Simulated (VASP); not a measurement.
Re: single point with PBE

Re:

```
Re
1.0
     0.00000    2.11014    1.63114
     2.11014    0.00000    1.63114
     2.11014    2.11014    0.00000
Re
1
Direct
  0.00000 0.00000 0.00000
```

```json
{
  "Program": "VASP 6.6.1",
  "Task": "single point",
  "Functional": "PBE",
  "Potentials or basis": "VASP PAW PBE potentials, release 64 (Re_sv_GW)",
  "Cutoff": "560 eV",
  "k mesh": "10 × 10 × 10",
  "Occupations": "gaussian, width 0.15 eV",
  "Spin": "no spin polarisation"
}
```

The pressure is 13.8 GPa and the band gap on the k mesh is zero (an odd number of electrons rules out a gap without spin polarisation).

Stress tensor (GPa, compression positive):
```
13.10  0.00  0.00
 0.00 13.10  0.00
 0.00  0.00 15.27
```

Levels at points of the mesh, in eV from the Fermi level:
| k point | band 5 | band 6 | band 7 | band 8 | band 9 | band 10 |
| --- | --- | --- | --- | --- | --- | --- |
| (0.00, 0.00, 0.00) | -10.69 | -2.86 | -2.86 | -1.73 | 0.18 | 1.58 |
| (0.50, 0.00, 0.00) | -7.45 | -4.43 | -0.05 | -0.03 | 2.01 | 4.64 |
| (0.50, 0.50, 0.00) | -7.24 | -6.95 | 3.64 | 4.00 | 4.00 | 6.50 |
| (0.50, 0.00, 0.50) | -7.47 | -5.61 | 0.70 | 1.87 | 2.38 | 4.96 |

Wall time 20 s on 1 thread of AMD EPYC 7R13 Processor (Zen 3), with other jobs on the host, peak memory 0.13 GiB.

Caveat: the cell stands under pressure; spin-orbit coupling is left out, which moves the levels of the heavy elements.
